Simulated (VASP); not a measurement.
# Al (P6_3/mmc) in VASP: further runs

Al is run at these levels: PBEsol; tasks: single point.

Program: VASP 6.6.1. These are calculated values, not measurements. Logs are shortened: lines on timing, memory, paths and dates and some standing lists are left out, and cuts for length are marked.

### Step 1. The cell of the first run

The structure is hexagonal, space group P6_3/mmc (No. 194). Conventional cell: a = 2.711 Å, b = 2.711 Å, c = 8.980 Å, α = 90.00°, β = 90.00°, γ = 120.00°. Al (site symmetry -3m) has 12 Al at 2.71 to 2.74 Å within 3.6 Å. Al (site symmetry -6m2) has 12 Al at 2.71 to 2.74 Å within 3.6 Å.

This isn't the form of Al at room conditions, which is fcc.

### Step 2. Single point, PBEsol (14.29 Å³/atom)

The input, INCAR:

```
SYSTEM = Al
PREC = Accurate
ENCUT = 520
EDIFF = 1E-7
ISMEAR = -1
SIGMA = 0.1
LREAL = .False.
LASPH = .True.
NELM = 60
ALGO = Normal
ISIF = 2
LWAVE = .False.
LCHARG = .False.
GGA = PS
NBANDS = 14
```

The input, KPOINTS:

```
regular mesh
0
Gamma
  14 14 4
  0 0 0
```

The input, POSCAR:

```
Al
1.0
    2.7114369179      0.0000000000      0.0000000000
   -1.3557184589      2.3481732517      0.0000000000
    0.0000000000      0.0000000000      8.9803941066
Al
4
Direct
    1.0000000000      0.0000000000      1.0000000000
    1.0000000000      0.0000000000      0.5000000000
    0.3333333333      0.6666666667      0.2500000000
    0.6666666667      0.3333333333      0.7500000000
```

Potentials or basis: VASP PAW PBE potentials, release 64 (Al).

Run with:

```
$ cat potpaw_PBE.64/Al/POTCAR > POTCAR
$ mpirun -np 1 vasp_std > vasp.out
```

OUTCAR:

```text
SYSTEM = Al
   PREC = Accurate
   ENCUT = 520
   EDIFF = 1E-7
   ISMEAR = -1
   LREAL = .False.
   LASPH = .True.
   NELM = 60
   ISIF = 2
   GGA = PS

 ion  position               nearest neighbor table
   1  0.000  0.000  0.000-   3 2.74   4 2.74   4 2.74   3 2.74   4 2.74   3 2.74
   2  0.000  0.000  0.500-   3 2.74   4 2.74   4 2.74   3 2.74   4 2.74   3 2.74
   3  0.333  0.667  0.250-   1 2.74   2 2.74   1 2.74   2 2.74   1 2.74   2 2.74
   4  0.667  0.333  0.750-   1 2.74   2 2.74   1 2.74   2 2.74   1 2.74   2 2.74

  LATTYP: Found a hexagonal cell.
 ALAT       =     2.7114369179
 C/A-ratio  =     3.3120424257

  Lattice vectors:

 A1 = (   2.7114369179,   0.0000000000,   0.0000000000)
 A2 = (  -1.3557184589,   2.3481732517,   0.0000000000)
 A3 = (   0.0000000000,   0.0000000000,   8.9803941066)

Analysis of symmetry for initial positions (statically):
=====================================================================
 Subroutine PRICEL returns:
 Original cell was already a primitive cell.

 Routine SETGRP: Setting up the symmetry group for a
 hexagonal supercell.

 Subroutine GETGRP returns: Found 24 space group operations
 (whereof 12 operations were pure point group operations)
 out of a pool of 24 trial point group operations.

The static configuration has the point symmetry D_3d.
 The point group associated with its full space group is D_6h.

Analysis of symmetry for dynamics (positions and initial velocities):
=====================================================================
 Subroutine PRICEL returns:
 Original cell was already a primitive cell.

 Routine SETGRP: Setting up the symmetry group for a
 hexagonal supercell.

 Subroutine GETGRP returns: Found 24 space group operations
 (whereof 12 operations were pure point group operations)
 out of a pool of 24 trial point group operations.

The dynamic configuration has the point symmetry D_3d.
 The point group associated with its full space group is D_6h.

 Subroutine INISYM returns: Found 24 space group operations
 (whereof 12 operations are pure point group operations),
 and found     1 'primitive' translations

----------------------------------------------------------------------------------------

                                     Primitive cell

  volume of cell :      57.1775

  direct lattice vectors                    reciprocal lattice vectors
     2.711436918  0.000000000  0.000000000     0.368808138  0.212931478  0.000000000
    -1.355718459  2.348173252  0.000000000     0.000000000  0.425862955  0.000000000
[... 97 lines left out ...]
   POTIM  = 0.5000    time-step for ionic-motion
   TEBEG  =    0.0;   TEEND  =   0.0 temperature during run
   PSTRESS=    0.0 pullay stress
   NELECT =      12.0000    total number of electrons
   NUPDOWN=      -1.0000    fix difference up-down
   EMIN   =  10.00;   EMAX   =-10.00  energy-range for DOS
   EFERMI =   0.00;   METHOD = LEGACY
   ISMEAR =    -1;   SIGMA  =   0.10  broadening in eV -4-tet -1-fermi 0-gaus
   EFERMI_NEDOS =   21; number of points for ismear=-14 and -15
   IALGO  =     38    algorithm
   IMIX   =      4    mixing-type and parameters
     AMIX     =   0.40;   BMIX     =  1.00
     AMIX_MAG =   1.60;   BMIX_MAG =  1.00
  volume/ion in A,a.u.               =      14.29        96.46
  Fermi-wavevector in a.u.,A,eV,Ry     =   0.972882  1.838481 12.877910  0.946500
  Thomas-Fermi vector in A             =   2.103217
   LORBIT       =      0    0 simple, 1 ext, 2 COOP (PROOUT), +10 PAW based schemes
   GGA     = PS    functional components
   LHFCALC =     F    Hartree Fock is set to
   AEXX    =    0.0000 exact exchange contribution
   IVDW    =     0    specifies the selected vdW correction
   LEPSILON=     F    determine dielectric tensor
   LRPA    =     F    only Hartree local field effects (RPA)
 non-spin polarized calculation
  energy-cutoff  :      520.00
  volume of cell :       57.18
 maximum number of plane-waves:      1572
   NGX = 11   NGY = 11   NGZ = 33

 number of electron      12.0000000 magnetization

 Free energy of the ion-electron system (eV)
  ---------------------------------------------------
  ext. energy  EPLUGINS =         0.00000000
  ---------------------------------------------------
  free energy    TOTEN  =       -16.03635147 eV

  energy without entropy =      -15.99104805  energy(sigma->0) =      -16.01369976

 E-fermi :   9.5278     XC(G=0): -10.7925

 val. band max:        9.5238001051   @ k =   0.2857   0.0714   0.5000
 cond. band min:       9.5493249471   @ k =   0.2857   0.2143   0.0000
 fundamental gap:      0.0255248420
 Fermi energy:         9.5277743514

 k-point     1 :       0.0000    0.0000    0.0000
  band No.  band energies     occupation
      1      -2.6316      2.00000
      2      -0.8136      2.00000
      3      -0.8096      2.00000
      4       4.2638      2.00000
      5       4.7626      2.00000
      6      12.9735      0.00000
      7      12.9856      0.00000
      8      21.5071      0.00000
      9      21.5071      0.00000
     10      21.5381      0.00000
     11      21.5381      0.00000
     12      22.3946      0.00000
     13      22.4366      0.00000
     14      22.4511      0.00000
[... 377 lines left out ...]
      1       5.4053      2.00000
      2       5.4087      2.00000
      3       6.6311      2.00000
      4       6.7028      2.00000
      5       7.0985      2.00000
      6       7.3883      2.00000
      7       7.6779      2.00000
      8       9.0372      1.98530
      9       9.3847      1.61401
     10      11.7503      0.00000
     11      12.2564      0.00000
     12      12.9872      0.00000
     13      13.4813      0.00000
     14      13.8409      0.00000

 [... further k-points ...]
[... 5 lines left out ...]
  --------------------------------------------------------------------------------------
  -------------------------------------------------------------------------------------
  Total        5.0235728      5.0235728      4.8433933      0.0000000      0.0000000     -0.0000000
  in kB      140.7661529    140.7661529    135.7173225      0.0000000      0.0000000     -0.0000000
  external PRESSURE =     139.0832095 kB  Pullay stress =       0.0000000 kB

 VOLUME and BASIS-vectors are now :
 -----------------------------------------------------------------------------
  energy-cutoff  :      520.00
  volume of cell :       57.18
      direct lattice vectors                 reciprocal lattice vectors
     2.711436918  0.000000000  0.000000000     0.368808138  0.212931478  0.000000000
    -1.355718459  2.348173252  0.000000000     0.000000000  0.425862955  0.000000000
     0.000000000  0.000000000  8.980394107     0.000000000  0.000000000  0.111353688

 POSITION                                       TOTAL-FORCE (eV/Angst)
 -----------------------------------------------------------------------------------
      0.00000      0.00000      0.00000        -0.000000      0.000000      0.000000
      0.00000      0.00000      4.49020        -0.000000      0.000000      0.000000
     -0.00000      1.56545      2.24510        -0.000000      0.000000     -0.000000
      1.35572      0.78272      6.73530         0.000000     -0.000000     -0.000000
 -----------------------------------------------------------------------------------
    total drift:                               -0.000000      0.000000     -0.000000

  FREE ENERGIE OF THE ION-ELECTRON SYSTEM (eV)
  ---------------------------------------------------
  free  energy   TOTEN  =       -16.0363514671 eV

  energy  without entropy=      -15.9910480503  energy(sigma->0) =      -16.01369976
```

OSZICAR:

```text
N       E                     dE             d eps       ncg     rms          rms(c)
DAV:   1     0.565309001939E+01    0.56531E+01   -0.42636E+03  2016   0.667E+02
DAV:   2    -0.154885836339E+02   -0.21142E+02   -0.19406E+02  2670   0.912E+01
DAV:   3    -0.161641138978E+02   -0.67553E+00   -0.66913E+00  2702   0.134E+01
DAV:   4    -0.161681464411E+02   -0.40325E-02   -0.40321E-02  2396   0.131E+00
DAV:   5    -0.161681918308E+02   -0.45390E-04   -0.45389E-04  2686   0.141E-01    0.337E+00
DAV:   6    -0.160892011790E+02    0.78991E-01   -0.59656E-03  2284   0.387E-01    0.190E+00
DAV:   7    -0.160372701921E+02    0.51931E-01   -0.13853E-02  2192   0.567E-01    0.286E-01
DAV:   8    -0.160363615881E+02    0.90860E-03   -0.44338E-04  2806   0.108E-01    0.101E-01
DAV:   9    -0.160363522349E+02    0.93533E-05   -0.11377E-05  2514   0.170E-02    0.111E-02
DAV:  10    -0.160363520012E+02    0.23366E-06   -0.33109E-07  2660   0.350E-03    0.194E-03
DAV:  11    -0.160363516639E+02    0.33732E-06   -0.83249E-09  1486   0.551E-04    0.918E-04
DAV:  12    -0.160363514772E+02    0.18672E-06   -0.30978E-09  1380   0.301E-04    0.471E-04
DAV:  13    -0.160363514671E+02    0.10038E-07   -0.39782E-10  1286   0.146E-04
   1 F= -.16036351E+02 E0= -.16013700E+02  d E =-.453034E-01
```

stdout:

```text
POSCAR found type information on POSCAR Al
 POSCAR found :  1 types and       4 ions
 scaLAPACK will be used
 -----------------------------------------------------------------------------
|                                                                             |
|                                                                             |
|     You enforced a specific xc type in the INCAR file but a different       |
|     I HOPE YOU KNOW WHAT YOU ARE DOING!                                     |
|                                                                             |
 -----------------------------------------------------------------------------

 LDA part: xc-table for (Slater+PW92), standard interpolation
 POSCAR, INCAR and KPOINTS ok, starting setup
 FFT: planning ... GRIDC
 FFT: planning ... GRID_SOFT
 FFT: planning ... GRID
 WAVECAR not read
 entering main loop
```

It took 67 s on 1 thread of Intel Xeon 8259CL, shared host; peak memory 0.19 GiB.

Results:

| Quantity | Value |
| --- | --- |
| Free energy | -16.0364 eV |
| Pressure | 13.9 GPa |
| Band gap on the k mesh | zero (bands 6 and 7 overlap by 5.80 eV) |

Stress tensor (GPa, compression positive):
```
14.08  0.00  0.00
 0.00 14.08  0.00
 0.00  0.00 13.57
```

Levels at points of the mesh, in eV from the Fermi level:
| k point | band 4 | band 5 | band 6 | band 7 | band 8 | band 9 |
| --- | --- | --- | --- | --- | --- | --- |
| (0.00, 0.00, 0.00) | -5.26 | -4.77 | 3.45 | 3.46 | 11.98 | 11.98 |
| (0.50, 0.00, 0.00) | -4.30 | -3.45 | -3.43 | 0.76 | 1.11 | 1.49 |
| (0.00, 0.00, 0.50) | -8.10 | -1.14 | -1.14 | 8.63 | 8.63 | 12.22 |
| (0.50, 0.00, 0.50) | -5.15 | -2.01 | -2.01 | -1.30 | -1.30 | 4.81 |

Caveat: the cell stands under pressure; the PAW data sets were made with another functional, which shifts forces and pressure a little.

### Step 3. Single point, PBEsol (14.94 Å³/atom)

This run uses another cell than the first one, of 14.94 Å³/atom.

The input, INCAR:

```
ALGO = Normal
EDIFF = 1E-6
ENCUT = 520
GGA = PS
ISIF = 2
ISMEAR = -1
LASPH = True
LCHARG = False
LREAL = False
LWAVE = False
NBANDS = 14
NELM = 60
PREC = Accurate
SIGMA = 0.1
```

The input, KPOINTS:

```
k-points
0
Gamma
  14 14 4
```

The input, POSCAR:

```
Al
1.0
    2.7519120929      0.0000000000      0.0000000000
   -1.3759560464      2.3832257814      0.0000000000
    0.0000000000      0.0000000000      9.1144496034
Al
4
Direct
    1.0000000000      0.0000000000      1.0000000000
    1.0000000000      0.0000000000      0.5000000000
    0.3333333333      0.6666666667      0.2500000000
    0.6666666667      0.3333333333      0.7500000000
```

Potentials or basis: VASP PAW PBE potentials, release 64 (Al).

Run with:

```
$ cat potpaw_PBE.64/Al/POTCAR > POTCAR
$ mpirun -np 1 vasp_std > vasp.out
```

Wall time 51 s (1 thread of Intel Xeon 8259CL, shared host); peak memory 0.19 GiB.

It converged, with:

```
Free energy            : -16.2145 eV
Pressure               : 8.2 GPa
Band gap on the k mesh : zero (bands 6 and 7 overlap by 5.71 eV)
```

Stress tensor (GPa, compression positive):
```
8.30 0.00 0.00
0.00 8.30 0.00
0.00 0.00 8.14
```

Levels at points of the mesh, in eV from the Fermi level:
```
           k point  band 2  band 3  band 4  band 5  band 6  band 7  band 8  band 9  band 10  band 11
(0.00, 0.00, 0.00)  -10.07  -10.07   -5.08   -4.70    3.35    3.36   11.65   11.65    11.69    11.69
(0.50, 0.00, 0.00)   -5.49   -4.18   -4.17   -3.40   -3.38    0.77    1.16    1.39     1.75     6.25
(0.00, 0.00, 0.50)  -11.39   -7.89   -7.89   -1.12   -1.12    8.42    8.42   11.94    11.94    11.94
(0.50, 0.00, 0.50)   -5.15   -5.04   -5.04   -1.97   -1.97   -1.27   -1.27    4.74     4.74     4.77
```

Caveat: the cell stands under pressure; the PAW data sets were made with another functional, which shifts forces and pressure a little.

### Step 4. Single point, PBEsol (15.59 Å³/atom)

This run uses another cell than the first one, of 15.59 Å³/atom.

The input, INCAR:

```
SYSTEM = Al
  PREC = Accurate
  ENCUT = 520
  EDIFF = 1E-6
  ISMEAR = -1
  SIGMA = 0.1
  LREAL = .False.
  LASPH = .True.
  NELM = 80
  ALGO = Normal
  ISIF = 2
  LWAVE = .False.
  LCHARG = .True.
  GGA = PS
  LELF = .True.
  LVHAR = .True.
  NBANDS = 14
```

The input, KPOINTS:

```
regular mesh
0
Gamma
  14 14 4
  0 0 0
```

The input, POSCAR:

```
Al
1.0
    2.7912304349      0.0000000000      0.0000000000
   -1.3956152174      2.4172764644      0.0000000000
    0.0000000000      0.0000000000      9.2446736202
Al
4
Direct
    1.0000000000      0.0000000000      1.0000000000
    1.0000000000      0.0000000000      0.5000000000
    0.3333333333      0.6666666667      0.2500000000
    0.6666666667      0.3333333333      0.7500000000
```

Run with:

```
$ cat potpaw_PBE.64/Al/POTCAR > POTCAR
$ mpirun -np 1 vasp_std > vasp.out
```

Run time: 75 s. Hardware: 1 thread of Intel Xeon 8259CL, shared host; peak memory 0.2 GiB.

It converged, with:

```
Free energy            : -16.3101 eV
Pressure               : 3.7 GPa
Band gap on the k mesh : zero (bands 6 and 7 overlap by 5.62 eV)
```

Stress tensor (GPa, compression positive):
```
3.65 0.00 0.00
0.00 3.65 0.00
0.00 0.00 3.77
```

Levels at points of the mesh, in eV from the Fermi level:
| k point | band 4 | band 5 | band 6 | band 7 | band 8 | band 9 |
| --- | --- | --- | --- | --- | --- | --- |
| (0.00, 0.00, 0.00) | -4.91 | -4.64 | 3.27 | 3.28 | 11.31 | 11.31 |
| (0.50, 0.00, 0.00) | -4.03 | -3.36 | -3.32 | 0.79 | 1.20 | 1.29 |
| (0.00, 0.00, 0.50) | -7.70 | -1.10 | -1.10 | 8.21 | 8.21 | 11.63 |
| (0.50, 0.00, 0.50) | -4.92 | -1.93 | -1.93 | -1.25 | -1.25 | 4.60 |

Caveat: the cell stands under pressure; the PAW data sets were made with another functional, which shifts forces and pressure a little.

(Continued in part 2 of 2.)
